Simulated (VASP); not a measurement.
# Si20H9F in VASP: a series of runs, part 2 of 2

VASP 6.6.1. The steps go on from the part before.

## 3. Single point, PBE+D3(BJ)

Contents of INCAR:

```
ALGO = Normal
EDIFF = 1E-6
ENCUT = 520
GGA = PE
GGA_COMPAT = False
ISIF = 2
ISMEAR = 0
IVDW = 12
LASPH = True
LCHARG = False
LREAL = False
LWAVE = False
NBANDS = 69
NELM = 120
NELMDL = -8
PREC = Accurate
SIGMA = 0.02
```

Contents of KPOINTS:

```
k-points
0
Gamma
  2 2 1
```

Contents of POSCAR:

```
Si20H9F
1.0
    7.6791800000      0.0000000000      0.0000000000
    0.0000000000      7.6791800000      0.0000000000
    0.0000000000      0.0000000000     19.2555000000
H Si F
9 20 1
Direct
    0.4093920184      0.0000000000      0.0519332139
    0.0906079816      0.0000000000      0.0519332139
    0.9093920184      0.0000000000      0.0519332139
    0.5906079816      0.0000000000      0.0519332139
    0.4093920184      0.5000000000      0.0519332139
    0.0906079816      0.5000000000      0.0519332139
    0.9093920184      0.5000000000      0.0519332139
    0.5906079816      0.5000000000      0.0519332139
    1.0002918280      0.0209638269      0.4524575316
    0.2500000000      0.0000000000      0.0968814105
    0.7500000000      0.0000000000      0.0968814105
    0.2500000000      0.5000000000      0.0968814105
    0.7500000000      0.5000000000      0.0968814105
    0.2532717035      0.2493632133      0.1631959180
    0.7484055589      0.2507903188      0.1631120459
    0.2505380783      0.7486339687      0.1703604165
    0.7489702025      0.7511355379      0.1701793254
    0.0007887561      0.2539161733      0.2285479473
    0.5009101232      0.2464230556      0.2333503674
   -0.0006453814      0.7494130884      0.2423789047
    0.5000179707      0.7480731016      0.2445543871
    0.0096015460      0.0162934063      0.3037599647
    0.4850805685      0.0078410716      0.3128686349
   -0.0163068192      0.4880784146      0.3086092285
    0.5186381879      0.4865454384      0.3111090857
    0.2403656380      0.0827218531      0.3825779647
    0.7505340414      0.1249039611      0.3530574122
    0.2500665436      0.3760990106      0.3471226922
    0.7533873408      0.4229406004      0.3887585885
    0.8786763691      0.0089348081      0.4654660746
```

Potentials or basis: VASP PAW PBE potentials, release 64 (H, Si, F).

Run with:

```console
> cat potpaw_PBE.64/H/POTCAR potpaw_PBE.64/Si/POTCAR potpaw_PBE.64/F/POTCAR > POTCAR
> mpirun -np 1 vasp_std > vasp.out
```

OUTCAR:

```text
EDIFF = 1E-6
   ENCUT = 520
   GGA = PE
   ISIF = 2
   ISMEAR = 0
   IVDW = 12
   LASPH = True
   LREAL = False
   NELM = 120
   NELMDL = -8
   PREC = Accurate
 IVDW          = 12

 ion  position               nearest neighbor table
   1  0.409  0.000  0.052-  10 1.50
   2  0.091  0.000  0.052-  10 1.50
   3  0.909  0.000  0.052-  11 1.50
   4  0.591  0.000  0.052-  11 1.50
   5  0.409  0.500  0.052-  12 1.50
   6  0.091  0.500  0.052-  12 1.50
   7  0.909  0.500  0.052-  13 1.50
   8  0.591  0.500  0.052-  13 1.50
   9  0.000  0.021  0.452-  30 0.97
  10  0.250  0.000  0.097-   1 1.50   2 1.50  14 2.30  16 2.39
  11  0.750  0.000  0.097-   3 1.50   4 1.50  15 2.31  17 2.38
  12  0.250  0.500  0.097-   5 1.50   6 1.50  14 2.31  16 2.38
  13  0.750  0.500  0.097-   7 1.50   8 1.50  15 2.30  17 2.39
  14  0.253  0.249  0.163-  10 2.30  12 2.31  18 2.31  19 2.33
  15  0.748  0.251  0.163-  13 2.30  11 2.31  18 2.31  19 2.33
  16  0.251  0.749  0.170-  20 2.38  12 2.38  21 2.39  10 2.39
  17  0.749  0.751  0.170-  20 2.37  11 2.38  21 2.39  13 2.39
  18  0.001  0.254  0.229-  14 2.31  15 2.31  22 2.33  24 2.37  28 3.12
  19  0.501  0.246  0.233-  14 2.33  15 2.33  25 2.38  23 2.39  28 3.08  27 3.14
  20  0.999  0.749  0.242-  22 2.37  17 2.37  16 2.38  24 2.38
  21  0.500  0.748  0.245-  25 2.39  17 2.39  16 2.39  23 2.39
  22  0.010  0.016  0.304-  18 2.33  27 2.36  20 2.37  26 2.39
  23  0.485  0.008  0.313-  27 2.36  26 2.38  19 2.39  21 2.39
  24  0.984  0.488  0.309-  28 2.34  18 2.37  20 2.38  29 2.40
  25  0.519  0.487  0.311-  28 2.34  19 2.38  21 2.39  29 2.39
  26  0.240  0.083  0.383-  28 2.36  23 2.38  22 2.39
  27  0.751  0.125  0.353-  22 2.36  23 2.36  29 2.39  19 3.14
  28  0.250  0.376  0.347-  25 2.34  24 2.34  26 2.36  19 3.08  18 3.12
  29  0.753  0.423  0.389-  27 2.39  25 2.39  24 2.40
  30  0.879  0.009  0.465-   9 0.97

  LATTYP: Found a simple tetragonal cell.
 ALAT       =     7.6791800000
 C/A-ratio  =     2.5074942898

  Lattice vectors:

 A1 = (   7.6791800000,   0.0000000000,   0.0000000000)
 A2 = (   0.0000000000,   7.6791800000,   0.0000000000)
 A3 = (   0.0000000000,   0.0000000000,  19.2555000000)

Analysis of symmetry for initial positions (statically):
=====================================================================
 Subroutine PRICEL returns:
 Original cell was already a primitive cell.

 Routine SETGRP: Setting up the symmetry group for a
 simple tetragonal supercell.

 Subroutine GETGRP returns: Found  1 space group operations
 (whereof  1 operations were pure point group operations)
 out of a pool of 16 trial point group operations.

The static configuration has the point symmetry C_1 .

Analysis of symmetry for dynamics (positions and initial velocities):
=====================================================================
 Subroutine PRICEL returns:
 Original cell was already a primitive cell.

 Routine SETGRP: Setting up the symmetry group for a
 simple tetragonal supercell.

 Subroutine GETGRP returns: Found  1 space group operations
 (whereof  1 operations were pure point group operations)
 out of a pool of 16 trial point group operations.

The dynamic configuration has the point symmetry C_1 .

 Subroutine INISYM returns: Found  1 space group operations
 (whereof  1 operations are pure point group operations),
[... 109 lines left out ...]
  0.000000  0.000000  0.000000      1.000000
  0.500000  0.000000  0.000000      1.000000
  0.000000  0.500000  0.000000      1.000000
  0.500000  0.500000  0.000000      1.000000
   k-points           NKPTS =      4   k-points in BZ     NKDIM =      4   number of bands    NBANDS=     69
   number of dos      NEDOS =    301   number of ions     NIONS =     30
   total plane-waves  NPLWV = 518400
   dimension x,y,z NGX =    60 NGY =   60 NGZ =  144
   dimension x,y,z NGXF=   120 NGYF=  120 NGZF=  288
   ions per type =               9  20   1
   NGX,Y,Z   is equivalent  to a cutoff of  12.99, 12.99, 12.43 a.u.
   NGXF,Y,Z  is equivalent  to a cutoff of  25.98, 25.98, 24.87 a.u.
 SYSTEM =  unknown system
   PREC   = accura    normal or accurate (medium, high low for compatibility)
   ISTART =      0    job   : 0-new  1-cont  2-samecut
   ICHARG =      2    charge: 1-file 2-atom 10-const
   ISPIN  =      1    spin polarized calculation?
   LNONCOLLINEAR =      F non collinear calculations
   LSORBIT =      F    spin-orbit coupling
   LASPH  =      T    aspherical Exc in radial PAW
   ENCUT  =  520.0 eV  38.22 Ry    6.18 a.u.  14.28 14.28 35.80*2*pi/ulx,y,z
   NELM   =    120;   NELMIN=  2; NELMDL= -8     # of ELM steps
   EDIFF  = 0.1E-05   stopping-criterion for ELM
   LREAL  =      F    real-space projection
   EDIFFG = 0.1E-04   stopping-criterion for IOM
   NSW    =      0    number of steps for IOM
   IBRION =     -1    ionic relax: 0-MD 1-quasi-New 2-CG
   NFREE  =      0    steps in history (QN), initial steepest desc. (CG)
   ISIF   =      2    stress and relaxation
   ISYM   =      2    0-nonsym 1-usesym 2-fastsym
   POTIM  = 0.5000    time-step for ionic-motion
   TEBEG  =    0.0;   TEEND  =   0.0 temperature during run
   PSTRESS=    0.0 pullay stress
   NELECT =      96.0000    total number of electrons
   NUPDOWN=      -1.0000    fix difference up-down
   EMIN   =  10.00;   EMAX   =-10.00  energy-range for DOS
   EFERMI =   0.00;   METHOD = LEGACY
   ISMEAR =     0;   SIGMA  =   0.02  broadening in eV -4-tet -1-fermi 0-gaus
   EFERMI_NEDOS =   21; number of points for ismear=-14 and -15
   IALGO  =     38    algorithm
   IMIX   =      4    mixing-type and parameters
     AMIX     =   0.40;   BMIX     =  1.00
     AMIX_MAG =   1.60;   BMIX_MAG =  1.00
  volume/ion in A,a.u.               =      37.85       255.42
  Fermi-wavevector in a.u.,A,eV,Ry     =   0.718517  1.357800  7.024236  0.516267
  Thomas-Fermi vector in A             =   1.807476
   LORBIT       =      0    0 simple, 1 ext, 2 COOP (PROOUT), +10 PAW based schemes
   GGA     = PE    functional components
   LHFCALC =     F    Hartree Fock is set to
   AEXX    =    0.0000 exact exchange contribution
   IVDW    =    12    specifies the selected vdW correction
   LEPSILON=     F    determine dielectric tensor
   LRPA    =     F    only Hartree local field effects (RPA)
 non-spin polarized calculation
 Gauss-broadening in eV      SIGMA  =   0.02
  energy-cutoff  :      520.00
  volume of cell :     1135.49
 maximum number of plane-waves:     30548
 NGX is ok and might be reduce to    60
   NGX = 29   NGY = 29   NGZ = 71

 number of electron      95.9999998 magnetization

 Free energy of the ion-electron system (eV)
  ---------------------------------------------------
  ext. energy  EPLUGINS =         0.00000000
  ---------------------------------------------------
  free energy    TOTEN  =      -136.32673033 eV

  energy without entropy =     -136.32673033  energy(sigma->0) =     -136.32673033

 E-fermi :  -0.9607     XC(G=0):  -4.4286

 val. band max:       -1.1100170976   @ k =   0.5000   0.5000   0.0000
 cond. band min:      -0.6534799973   @ k =   0.0000   0.0000   0.0000
 fundamental gap:      0.4565371003
 Fermi energy:        -0.9606886281

 k-point     1 :       0.0000    0.0000    0.0000
  band No.  band energies     occupation
      1     -26.3718      2.00000
      2     -12.5345      2.00000
      3     -11.3715      2.00000
      4     -10.6827      2.00000
      5     -10.5887      2.00000
      6     -10.5777      2.00000
[... 241 lines left out ...]
     59       2.4548      0.00000
     60       2.4965      0.00000
 [bands above 60 left out]

------------------------ aborting loop because EDIFF is reached ----------------------------------------

 Edisp (eV)   -5.15955

 E8    (eV) :    -2.1413

  FORCE on cell =-STRESS in cart. coord.  units (eV):
  Direction    XX          YY          ZZ          XY          YZ          ZX
  --------------------------------------------------------------------------------------
  -------------------------------------------------------------------------------------
  Total      11.36311    -3.40687    -0.38887     0.32568     0.00180    -0.04026
  in kB      16.03331    -4.80708    -0.54869     0.45954     0.00255    -0.05680
  external pressure =        3.56 kB  Pullay stress =        0.00 kB

 VOLUME and BASIS-vectors are now :
 -----------------------------------------------------------------------------
  energy-cutoff  :      520.00
  volume of cell :     1135.49
      direct lattice vectors                 reciprocal lattice vectors
     7.679180000  0.000000000  0.000000000     0.130222237  0.000000000  0.000000000
     0.000000000  7.679180000  0.000000000     0.000000000  0.130222237  0.000000000
     0.000000000  0.000000000 19.255500000     0.000000000  0.000000000  0.051933214

 POSITION                                       TOTAL-FORCE (eV/Angst)
 -----------------------------------------------------------------------------------
      3.14379      0.00000      1.00000        -0.622197     -0.117568      0.002818
      0.69580      0.00000      1.00000         0.612404     -0.105615      0.025998
      6.98338      0.00000      1.00000        -0.619255     -0.076824      0.016347
      4.53539      0.00000      1.00000         0.624572     -0.083982     -0.002256
      3.14379      3.83959      1.00000        -0.633102      0.111515     -0.018183
      0.69580      3.83959      1.00000         0.609605      0.052932      0.034411
[... 22 lines left out ...]
      5.78540      3.24784      7.48574        -0.003226      0.000167     -0.002227
      6.74751      0.06861      8.96278        -0.224822     -0.010284      0.041616
 -----------------------------------------------------------------------------------
    total drift:                               -0.000347     -0.000411      0.000303

  FREE ENERGIE OF THE ION-ELECTRON SYSTEM (eV)
  ---------------------------------------------------
  free  energy   TOTEN  =      -141.4862813199 eV

  energy  without entropy=     -141.4862813199  energy(sigma->0) =     -141.48628132
```

Run time: 14 min. Hardware: 1 thread of Oxide Virtual Turin-like, shared host; peak memory 1.1 GiB.

Results:

```yaml
Free_energy: -141.4863 eV
Largest_force: 0.643 eV/Å
Band_gap_on_the_k_mesh: 0.46 eV (least direct gap 0.68 eV)
Dispersion_energy_per_atom: -0.172 eV
```

Forces in eV/Å, atoms in the order of the input:
```
H   -0.622 -0.118  0.003
H    0.612 -0.106  0.026
H   -0.619 -0.077  0.016
H    0.625 -0.084 -0.002
H   -0.633  0.112 -0.018
H    0.610  0.053  0.034
H   -0.608  0.093  0.035
H    0.628  0.125 -0.012
H    0.224  0.013 -0.036
Si   0.055 -0.367  0.004
Si  -0.057 -0.253 -0.015
Si   0.168  0.254 -0.012
Si  -0.158  0.371 -0.039
Si  -0.001  0.000  0.000
Si   0.000  0.001  0.000
Si  -0.001 -0.001 -0.001
Si   0.000  0.000 -0.001
Si  -0.002 -0.002 -0.001
Si  -0.003 -0.001 -0.004
Si   0.000 -0.001  0.000
Si   0.000  0.000  0.000
Si  -0.002  0.002 -0.015
Si   0.001 -0.001  0.003
Si   0.005 -0.001 -0.005
Si  -0.001 -0.002  0.003
Si   0.011 -0.001 -0.005
Si  -0.009 -0.005  0.003
Si   0.002  0.006 -0.001
Si  -0.003  0.000 -0.002
F   -0.225 -0.010  0.042
```

Levels at points of the mesh, in eV from the valence-band top:
```csv
k point,band 46,band 47,band 48,band 49,band 50,band 51
"(0.00, 0.00, 0.00)",-0.49,-0.38,-0.31,0.46,1.13,1.26
"(0.50, 0.00, 0.00)",-0.56,-0.27,-0.14,0.96,1.24,1.91
"(0.00, 0.50, 0.00)",-0.42,-0.26,-0.11,0.56,1.25,1.72
"(0.50, 0.50, 0.00)",-1.20,-0.15,0.00,1.18,1.47,2.16
```

Caveat: there is no dipole correction, which matters where the two faces differ.

## 4. Single point, PBE+D3(BJ)

Contents of INCAR:

```
SYSTEM = Si20H9F
  PREC = Accurate
  ENCUT = 520
  EDIFF = 1E-6
  ISMEAR = 0
  SIGMA = 0.02
  LREAL = .FALSE.
  LASPH = .TRUE.
  NELM = 120
  ALGO = Normal
  ISIF = 2
  LWAVE = .FALSE.
  LCHARG = .FALSE.
  GGA = PE
  IVDW = 12
  NBANDS = 69
  GGA_COMPAT = .FALSE.
  NELMDL = -8
```

Contents of KPOINTS:

```
Automatic mesh
0
G
  2 2 1
  0 0 0
```

Contents of POSCAR:

```
Si20H9F
1.0
    7.6791800000      0.0000000000      0.0000000000
    0.0000000000      7.6791800000      0.0000000000
    0.0000000000      0.0000000000     19.2555000000
H Si F
9 20 1
Direct
    0.4093920184      0.0000000000      0.0519332139
    0.0906079816      0.0000000000      0.0519332139
    0.9093920184      0.0000000000      0.0519332139
    0.5906079816      0.0000000000      0.0519332139
    0.4093920184      0.5000000000      0.0519332139
    0.0906079816      0.5000000000      0.0519332139
    0.9093920184      0.5000000000      0.0519332139
    0.5906079816      0.5000000000      0.0519332139
    1.0678637563      0.0795540670      0.4751801304
    0.2500000000      0.0000000000      0.0968814105
    0.7500000000      0.0000000000      0.0968814105
    0.2500000000      0.5000000000      0.0968814105
    0.7500000000      0.5000000000      0.0968814105
    0.2493668595      0.2491740003      0.1631334424
    0.7485149456      0.2508948872      0.1631344291
    0.2509072583      0.7489849177      0.1704850043
    0.7507868028      0.7514381744      0.1701688868
   -0.0010842303      0.2513776210      0.2305445197
    0.4990364857      0.2494266315      0.2314889252
    0.0005413338      0.7504932818      0.2434733972
    0.5017017442      0.7500586000      0.2436446730
    0.0169678273      0.0135877789      0.3084900418
    0.4925581898      0.0118868160      0.3100398328
   -0.0163615126      0.4887478871      0.3095088676
    0.5178763878      0.4884171227      0.3095229415
    0.2538906498      0.0842566524      0.3828783984
    0.7560441349      0.1303255035      0.3507571863
    0.2511334544      0.3775638805      0.3472315442
    0.7509256197      0.4235639743      0.3877588222
    0.9548493459      0.0895376850      0.4961352341
```

Run with:

```console
> cat potpaw_PBE.64/H/POTCAR potpaw_PBE.64/Si/POTCAR potpaw_PBE.64/F/POTCAR > POTCAR
> mpirun -np 1 vasp_std > vasp.out
```

Run time: 9.5 min. Hardware: 1 thread of Oxide Virtual Turin-like, shared host; peak memory 1.1 GiB.

The run converged. Its results:

- Free energy: -141.4282 eV
- Largest force: 0.631 eV/Å
- Band gap on the k mesh: 0.36 eV (least direct gap 0.59 eV)
- Dispersion energy per atom: -0.172 eV

Forces in eV/Å, atoms in the order of the input:
```
H   -0.619 -0.108  0.017
H    0.617 -0.119  0.017
H   -0.619 -0.067  0.014
H    0.625 -0.088  0.008
H   -0.621  0.082  0.007
H    0.620  0.088  0.020
H   -0.619  0.098  0.020
H    0.618  0.125  0.012
H    0.227 -0.039 -0.122
Si   0.008 -0.373 -0.021
Si  -0.009 -0.239 -0.027
Si   0.041  0.259  0.007
Si  -0.012  0.377 -0.036
Si   0.001  0.000  0.001
Si   0.002  0.000 -0.001
Si   0.000  0.000 -0.001
Si   0.001  0.001  0.000
Si   0.002 -0.003  0.001
Si   0.002  0.003  0.000
Si   0.000  0.000  0.000
Si  -0.001 -0.001  0.000
Si  -0.006  0.003 -0.008
Si   0.003  0.000  0.003
Si   0.005 -0.001 -0.002
Si  -0.004 -0.001 -0.003
Si  -0.001  0.001  0.000
Si   0.001 -0.013 -0.001
Si  -0.002  0.005 -0.006
Si   0.000  0.010  0.005
F   -0.257  0.000  0.098
```

Levels at points of the mesh, in eV from the valence-band top:
| k point | band 44 | band 45 | band 46 | band 47 | band 48 | band 49 | band 50 | band 51 | band 52 | band 53 |
| --- | --- | --- | --- | --- | --- | --- | --- | --- | --- | --- |
| (0.00, 0.00, 0.00) | -0.65 | -0.58 | -0.46 | -0.37 | -0.31 | 0.36 | 1.07 | 1.26 | 1.46 | 1.77 |
| (0.50, 0.00, 0.00) | -1.08 | -0.58 | -0.56 | -0.23 | -0.13 | 0.97 | 1.04 | 1.93 | 1.96 | 2.32 |
| (0.00, 0.50, 0.00) | -1.09 | -0.46 | -0.43 | -0.23 | -0.12 | 0.47 | 1.20 | 1.74 | 2.01 | 2.12 |
| (0.50, 0.50, 0.00) | -1.35 | -1.22 | -1.20 | -0.11 | 0.00 | 1.19 | 1.27 | 2.18 | 2.20 | 2.37 |

Caveat: there is no dipole correction, which matters where the two faces differ.
